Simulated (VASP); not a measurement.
## CdTe: single point with PBE

CdTe:

```
Cd Te
1.0
     0.00000    2.83199    2.83199
     2.83199    0.00000    2.83199
     2.83199    2.83199    0.00000
Cd Te
1 1
Direct
  0.00000 0.00000 0.00000
  0.75000 0.75000 0.75000
```

```yaml
Program: VASP 6.6.1
Task: single point
Functional: PBE
Potentials_or_basis: VASP PAW PBE potentials, release 64 (Cd, Te)
Cutoff: 520 eV
k_mesh: 10 × 10 × 10
Occupations: gaussian, width 0.01 eV
Spin: no spin polarisation
Dipole_correction: no
Further_INCAR_settings: ALGO = Normal; EDIFF = 1e-06; NBANDS = 16
```

The pressure is 50.6 GPa and the band gap on the k mesh is 1.38 eV, indirect (least direct gap 2.00 eV).

Levels at points of the mesh, in eV from the valence-band top:
```tsv
k point	band 5	band 6	band 7	band 8	band 9	band 10	band 11	band 12	band 13	band 14
(0.00, 0.00, 0.00)	-10.06	-10.06	0.00	0.00	0.00	2.00	3.96	3.96	3.96	7.67
(0.50, 0.00, 0.00)	-10.04	-9.26	-7.53	-1.63	-1.63	2.07	4.68	4.68	6.48	10.56
(0.50, 0.50, 0.00)	-9.99	-8.94	-6.77	-3.78	-3.78	1.38	1.98	11.12	11.12	11.23
```

Wall time 18 s on 1 thread of Intel(R) Xeon(R) 6975P-C (Granite Rapids) (shared host), peak memory 0.19 GiB.

Caveat: spin-orbit coupling is left out, which moves the levels of the heavy elements. A k mesh can miss the band edges.
